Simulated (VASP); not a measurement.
# Re (P6/mmm) in VASP: single point with PBE

Aim: the single point of Re with PBE.

Everything below comes from runs of VASP 6.6.1. Logs are shortened: lines on timing, memory, paths and dates and some standing lists are left out, and cuts for length are marked.

### 1 The cell of the first run

It takes space group P6/mmm (No. 191, hexagonal). The conventional cell has a = 4.385 Å, b = 4.385 Å, c = 2.736 Å, α = 90.00°, β = 90.00°, γ = 120.00°. Re (site symmetry 6/mmm) has 14 Re at 2.74 to 2.88 Å within 3.6 Å. Re (site symmetry -6m2) has 11 Re at 2.53 to 2.88 Å within 3.3 Å.

This isn't the form of Re at room conditions, which is hcp.

### 2 Single point, PBE

INCAR

```
PREC = Accurate ; ENCUT = 560
EDIFF = 1E-6 ; ISMEAR = 0
SIGMA = 0.1 ; LREAL = False
LASPH = True ; NELM = 120
ALGO = Normal ; ISIF = 2
LWAVE = False ; LCHARG = False
GGA = PE ; NBANDS = 30
GGA_COMPAT = False
```

KPOINTS

```
Automatic mesh
0
Gamma
  6 6 6
```

POSCAR

```
Re
1.0
    4.3846803942      0.0000000000      0.0000000000
   -2.1923401971      3.7972446088      0.0000000000
    0.0000000000      0.0000000000      2.7360804228
Re
3
Direct
    0.0000000000      0.0000000000      0.0000000000
    0.3333333333      0.6666666667      0.5000000000
    0.6666666667      0.3333333333      0.5000000000
```

Potentials or basis: VASP PAW PBE potentials, release 64 (Re_sv_GW).

The run is started by

```bash
> cat potpaw_PBE.64/Re_sv_GW/POTCAR > POTCAR
> mpirun -np 1 vasp_std > vasp.out
```

OUTCAR:

```text
PREC = Accurate
   ENCUT = 560
   EDIFF = 1E-6
   ISMEAR = 0
   LREAL = False
   LASPH = True
   NELM = 120
   ISIF = 2
   GGA = PE

 ion  position               nearest neighbor table
   1  0.000  0.000  0.000-   2 2.88   3 2.88   2 2.88   3 2.88   2 2.88   2 2.88   3 2.88   3 2.88
                             3 2.88   3 2.88   2 2.88   2 2.88
   2  0.333  0.667  0.500-   3 2.53   3 2.53   3 2.53   1 2.88   1 2.88   1 2.88   1 2.88   1 2.88
                             1 2.88
   3  0.667  0.333  0.500-   2 2.53   2 2.53   2 2.53   1 2.88   1 2.88   1 2.88   1 2.88   1 2.88
                             1 2.88

  LATTYP: Found a hexagonal cell.
 ALAT       =     4.3846803942
 C/A-ratio  =     0.6240090900

  Lattice vectors:

 A1 = (   4.3846803942,   0.0000000000,   0.0000000000)
 A2 = (  -2.1923401971,   3.7972446088,   0.0000000000)
 A3 = (   0.0000000000,   0.0000000000,   2.7360804228)

Analysis of symmetry for initial positions (statically):
=====================================================================
 Subroutine PRICEL returns:
 Original cell was already a primitive cell.

 Routine SETGRP: Setting up the symmetry group for a
 hexagonal supercell.

 Subroutine GETGRP returns: Found 24 space group operations
 (whereof 24 operations were pure point group operations)
 out of a pool of 24 trial point group operations.

The static configuration has the point symmetry D_6h.

Analysis of symmetry for dynamics (positions and initial velocities):
=====================================================================
 Subroutine PRICEL returns:
 Original cell was already a primitive cell.

 Routine SETGRP: Setting up the symmetry group for a
 hexagonal supercell.

 Subroutine GETGRP returns: Found 24 space group operations
 (whereof 24 operations were pure point group operations)
 out of a pool of 24 trial point group operations.

The dynamic configuration has the point symmetry D_6h.

 Subroutine INISYM returns: Found 24 space group operations
 (whereof 24 operations are pure point group operations),
 and found     1 'primitive' translations

----------------------------------------------------------------------------------------

                                     Primitive cell

  volume of cell :      45.5549

  direct lattice vectors                    reciprocal lattice vectors
     4.384680394  0.000000000  0.000000000     0.228066794  0.131674425  0.000000000
    -2.192340197  3.797244609  0.000000000     0.000000000  0.263348850  0.000000000
     0.000000000  0.000000000  2.736080423     0.000000000  0.000000000  0.365486333

  length of vectors
     4.384680394  4.384680394  2.736080423     0.263348850  0.263348850  0.365486333

  position of ions in fractional coordinates (direct lattice)
     0.000000000  0.000000000  0.000000000
     0.333333333  0.666666667  0.500000000
     0.666666667  0.333333333  0.500000000

  ion indices of the primitive-cell ions
   primitive index   ion index
                 1           1
                 2           2
                 3           3

----------------------------------------------------------------------------------------

 KPOINTS: Automatic mesh

Automatic generation of k-mesh.
 Grid dimensions read from file:
 generate k-points for:    6    6    6

 Generating k-lattice:

  Cartesian coordinates                     Fractional coordinates (reciprocal lattice)
     0.038011132  0.021945737  0.000000000     0.166666667  0.000000000  0.000000000
     0.000000000  0.043891475  0.000000000     0.000000000  0.166666667  0.000000000
     0.000000000  0.000000000  0.060914389     0.000000000  0.000000000  0.166666667

  Length of vectors
     0.043891475  0.043891475  0.060914389

  Shift w.r.t. Gamma in fractional coordinates (k-lattice)
     0.000000000  0.000000000  0.000000000

 Subroutine IBZKPT returns following result:
 ===========================================

 Found     28 irreducible k-points:

 Following reciprocal coordinates:
            Coordinates               Weight
  0.000000  0.000000  0.000000      1.000000
  0.166667 -0.000000  0.000000      6.000000
  0.333333 -0.000000  0.000000      6.000000
  0.500000 -0.000000  0.000000      3.000000
  0.166667  0.166667  0.000000      6.000000
  0.333333  0.166667  0.000000     12.000000
[... 16 lines left out ...]
  0.166667 -0.000000  0.500000      6.000000
  0.333333 -0.000000  0.500000      6.000000
 [... further k-points ...]
   k-points           NKPTS =     28   k-points in BZ     NKDIM =     28   number of bands    NBANDS=     30
   number of dos      NEDOS =    301   number of ions     NIONS =      3
   total plane-waves  NPLWV =  31104
   dimension x,y,z NGX =    36 NGY =   36 NGZ =   24
   dimension x,y,z NGXF=    72 NGYF=   72 NGZF=   48
   ions per type =               3
   NGX,Y,Z   is equivalent  to a cutoff of  13.65, 13.65, 14.58 a.u.
   NGXF,Y,Z  is equivalent  to a cutoff of  27.30, 27.30, 29.17 a.u.
 SYSTEM =  unknown system
   PREC   = accura    normal or accurate (medium, high low for compatibility)
   ISTART =      0    job   : 0-new  1-cont  2-samecut
   ICHARG =      2    charge: 1-file 2-atom 10-const
   ISPIN  =      1    spin polarized calculation?
   LNONCOLLINEAR =      F non collinear calculations
   LSORBIT =      F    spin-orbit coupling
   LASPH  =      T    aspherical Exc in radial PAW
   ENCUT  =  560.0 eV  41.16 Ry    6.42 a.u.   8.46  8.46  5.28*2*pi/ulx,y,z
   NELM   =    120;   NELMIN=  2; NELMDL= -5     # of ELM steps
   EDIFF  = 0.1E-05   stopping-criterion for ELM
   LREAL  =      F    real-space projection
   EDIFFG = 0.1E-04   stopping-criterion for IOM
   NSW    =      0    number of steps for IOM
   IBRION =     -1    ionic relax: 0-MD 1-quasi-New 2-CG
   NFREE  =      0    steps in history (QN), initial steepest desc. (CG)
   ISIF   =      2    stress and relaxation
   ISYM   =      2    0-nonsym 1-usesym 2-fastsym
   POTIM  = 0.5000    time-step for ionic-motion
   TEBEG  =    0.0;   TEEND  =   0.0 temperature during run
   PSTRESS=    0.0 pullay stress
   NELECT =      45.0000    total number of electrons
   NUPDOWN=      -1.0000    fix difference up-down
   EMIN   =  10.00;   EMAX   =-10.00  energy-range for DOS
   EFERMI =   0.00;   METHOD = LEGACY
   ISMEAR =     0;   SIGMA  =   0.10  broadening in eV -4-tet -1-fermi 0-gaus
   EFERMI_NEDOS =   21; number of points for ismear=-14 and -15
   IALGO  =     38    algorithm
   IMIX   =      4    mixing-type and parameters
     AMIX     =   0.40;   BMIX     =  1.00
     AMIX_MAG =   1.60;   BMIX_MAG =  1.00
  volume/ion in A,a.u.               =      15.18       102.47
  Fermi-wavevector in a.u.,A,eV,Ry     =   1.630424  3.081054 36.168125  2.658282
  Thomas-Fermi vector in A             =   2.722727
   LORBIT       =      0    0 simple, 1 ext, 2 COOP (PROOUT), +10 PAW based schemes
   GGA     = PE    functional components
   LHFCALC =     F    Hartree Fock is set to
   AEXX    =    0.0000 exact exchange contribution
   IVDW    =     0    specifies the selected vdW correction
   LEPSILON=     F    determine dielectric tensor
   LRPA    =     F    only Hartree local field effects (RPA)
 non-spin polarized calculation
 Gauss-broadening in eV      SIGMA  =   0.10
  energy-cutoff  :      560.00
  volume of cell :       45.55
 maximum number of plane-waves:      1402
 NGX is ok and might be reduce to    36
   NGX = 17   NGY = 17   NGZ = 11

 number of electron      44.9999997 magnetization

 Free energy of the ion-electron system (eV)
  ---------------------------------------------------
  ext. energy  EPLUGINS =         0.00000000
  ---------------------------------------------------
  free energy    TOTEN  =       -41.66287112 eV

  energy without entropy =      -41.64765096  energy(sigma->0) =      -41.65526104

 E-fermi :  12.4987     XC(G=0): -14.0198

 val. band max:       12.4405334718   @ k =   0.3333   0.1667   0.3333
 cond. band min:      12.5074961420   @ k =   0.3333  -0.0000   0.0000
 fundamental gap:      0.0669626702
 Fermi energy:        12.4986906915

 k-point     1 :       0.0000    0.0000    0.0000
  band No.  band energies     occupation
      1     -67.3669      2.00000
      2     -67.2752      2.00000
      3     -67.1660      2.00000
      4     -29.5643      2.00000
      5     -29.5643      2.00000
      6     -29.2583      2.00000
[... 22 lines left out ...]
     29      20.5794      0.00000
     30      22.1186      0.00000

 k-point     2 :       0.1667   -0.0000    0.0000
  band No.  band energies     occupation
      1     -67.3565      2.00000
      2     -67.2762      2.00000
      3     -67.1759      2.00000
      4     -29.6487      2.00000
      5     -29.5842      2.00000
      6     -29.1598      2.00000
[... 22 lines left out ...]
     29      20.1650      0.00000
     30      20.7028      0.00000

 k-point     3 :       0.3333   -0.0000    0.0000
  band No.  band energies     occupation
      1     -67.3311      2.00000
      2     -67.2775      2.00000
      3     -67.2007      2.00000
      4     -29.7565      2.00000
      5     -29.5097      2.00000
      6     -29.0294      2.00000
[... 22 lines left out ...]
     29      17.5423      0.00000
     30      18.3156      0.00000

 k-point     4 :       0.5000   -0.0000    0.0000
  band No.  band energies     occupation
      1     -67.3153      2.00000
      2     -67.2756      2.00000
      3     -67.2185      2.00000
      4     -29.7981      2.00000
      5     -29.3474      2.00000
      6     -29.2025      2.00000
[... 616 lines left out ...]
     29      18.2071      0.00000
     30      21.3829      0.00000

 k-point    23 :       0.1667   -0.0000    0.5000
  band No.  band energies     occupation
      1     -67.2781      2.00000
      2     -67.2716      2.00000
      3     -67.1355      2.00000
      4     -29.5983      2.00000
      5     -29.5248      2.00000
      6     -29.5005      2.00000
[... 22 lines left out ...]
     29      18.5725      0.00000
     30      21.3738      0.00000

 k-point    24 :       0.3333   -0.0000    0.5000
  band No.  band energies     occupation
      1     -67.2714      2.00000
      2     -67.2535      2.00000
      3     -67.1603      2.00000
      4     -29.6139      2.00000
      5     -29.6127      2.00000
      6     -29.5379      2.00000
[... 22 lines left out ...]
     29      18.7252      0.00000
     30      21.2265      0.00000

 [... further k-points ...]

------------------------ aborting loop because EDIFF is reached ----------------------------------------

  FORCE on cell =-STRESS in cart. coord.  units (eV):
  Direction    XX          YY          ZZ          XY          YZ          ZX
  --------------------------------------------------------------------------------------
  -------------------------------------------------------------------------------------
  Total       -0.4321265     -0.4321265     -0.4403832      0.0000000     -0.0000000      0.0000000
  in kB      -15.1979893    -15.1979893    -15.4883778      0.0000000     -0.0000000      0.0000000
  external PRESSURE =     -15.2947855 kB  Pullay stress =       0.0000000 kB

 VOLUME and BASIS-vectors are now :
 -----------------------------------------------------------------------------
  energy-cutoff  :      560.00
  volume of cell :       45.55
      direct lattice vectors                 reciprocal lattice vectors
     4.384680394  0.000000000  0.000000000     0.228066794  0.131674425  0.000000000
    -2.192340197  3.797244609  0.000000000     0.000000000  0.263348850  0.000000000
     0.000000000  0.000000000  2.736080423     0.000000000  0.000000000  0.365486333

 POSITION                                       TOTAL-FORCE (eV/Angst)
 -----------------------------------------------------------------------------------
      0.00000      0.00000      0.00000         0.000000      0.000000      0.000000
     -0.00000      2.53150      1.36804         0.000000     -0.000000     -0.000000
      2.19234      1.26575      1.36804        -0.000000      0.000000      0.000000
 -----------------------------------------------------------------------------------
    total drift:                                0.000000     -0.000000     -0.000000

  FREE ENERGIE OF THE ION-ELECTRON SYSTEM (eV)
  ---------------------------------------------------
  free  energy   TOTEN  =       -41.6628711180 eV

  energy  without entropy=      -41.6476509551  energy(sigma->0) =      -41.65526104
```

Wall time 22 s (1 thread of Intel Xeon 6975P-C (Granite Rapids), shared host); peak memory 0.19 GiB.

Results:

```yaml
Free_energy: -41.6629 eV
Pressure: -1.5 GPa
Band_gap_on_the_k_mesh: zero (an odd number of electrons rules out a gap without spin polarisation)
```

Caveat: the k points lie up to 0.38 Å⁻¹ apart, too coarse for converged energies and pressures of a metal; spin-orbit coupling is left out, which moves the levels of the heavy elements.

The gap in the log of VASP goes by the Fermi energy; the results here count the filled bands.